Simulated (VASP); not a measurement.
B6N:

```xyz
7
Lattice="3.7395 0.0000 0.0000 -1.8698 3.2385 0.0000 0.0000 0.0000 5.0353" Properties=species:S:1:pos:R:3 pbc="T T T"
B     0.0000    0.0000    3.6201
B     0.0000    0.0000    1.4152
B     0.0000    2.1590    3.1513
B     0.0000    2.1590    1.8840
B     1.8698    1.0795    1.8840
B     1.8698    1.0795    3.1513
N     0.0000    0.0000    0.0000
```

The cell was built from a structure type or drawn by symmetry, and may not be a known phase.

* Program: VASP 6.6.1
* Task: relaxation of cell and atoms
* Functional: PBE
* Potentials or basis: VASP PAW PBE potentials, release 64 (B, N)
* Cutoff: 600 eV
* k mesh: 5 × 5 × 3
* Occupations: gaussian, width 0.2 eV
* Spin: no spin polarisation

At the start: pressure 24.5 GPa; volume 8.71 Å³/atom.

Q: Where does the relaxation end?

A: Over 26 steps the energy falls by 1883.9 meV/atom and the volume is 7.22 Å³/atom (-17.2 %); space group P6/mmm (No. 191, to 0.1 Å) before and after.

Step by step:
| step | energy change (eV) | largest force (eV/Å) | pressure (GPa) | volume (Å³) |
| --- | --- | --- | --- | --- |
| 1 | 0.0000 | 18.6894 | 24.48 | 60.98 |
| 2 | -2.9174 | 3.4185 | -24.72 | 70.06 |
| 3 | -3.0167 | 3.4184 | -25.62 | 69.80 |
| 4 | -3.0971 | 3.4170 | -26.42 | 69.56 |
| 5 | -3.8158 | 3.5080 | -34.17 | 65.91 |
| 6 | -4.8077 | 3.3004 | -32.77 | 63.59 |
| 7 | -5.3139 | 2.4057 | -25.94 | 62.32 |
| 8 | -5.5459 | 1.7963 | -18.76 | 61.66 |
| 9 | -5.5490 | 1.9568 | -20.46 | 61.82 |
| 10 | -5.5502 | 1.9193 | -19.82 | 61.77 |
| 11 | -7.7557 | 1.5651 | -4.98 | 54.28 |
| 12 | -9.8702 | 2.6292 | 45.71 | 44.25 |
| 13 | -10.3185 | 2.0615 | 49.85 | 43.43 |
| 14 | -10.7209 | 2.0083 | 65.87 | 41.15 |
| 15 | -11.2783 | 1.8099 | 53.00 | 42.24 |
| 16 | -12.2842 | 2.6455 | 21.67 | 45.60 |
| 17 | -12.2896 | 4.4326 | -17.73 | 52.80 |
| 18 | -12.5723 | 3.8759 | -1.75 | 49.22 |
| 19 | -12.8410 | 2.9076 | -3.48 | 49.95 |
| 20 | -13.0685 | 0.7683 | -4.46 | 51.29 |
| 21 | -13.0738 | 0.3791 | -4.34 | 51.52 |
| 22 | -13.1197 | 0.2509 | -3.18 | 51.26 |
| 23 | -13.1842 | 0.2971 | 0.48 | 50.53 |
| 24 | -13.1845 | 0.3538 | 0.80 | 50.46 |
| 25 | -13.1865 | 0.1719 | -0.73 | 50.55 |
| 26 | -13.1873 | 0.0193 | -0.20 | 50.52 |

Final structure:
```xyz
7
Lattice="3.0030 0.0000 0.0000 -1.5015 2.6007 0.0000 0.0000 0.0000 6.4688" Properties=species:S:1:pos:R:3 pbc="T T T"
B     0.0000    0.0000    5.1267
B     0.0000    0.0000    1.3421
B     0.0000    1.7338    4.1534
B     0.0000    1.7338    2.3154
B     1.5015    0.8669    2.3154
B     1.5015    0.8669    4.1534
N     0.0000    0.0000    0.0000
```

Caveat: the k points lie up to 0.48 Å⁻¹ apart in the final cell, too coarse for converged energies and pressures of a metal; the volume moved by over 15 % at a fixed basis, so the end points are rough.
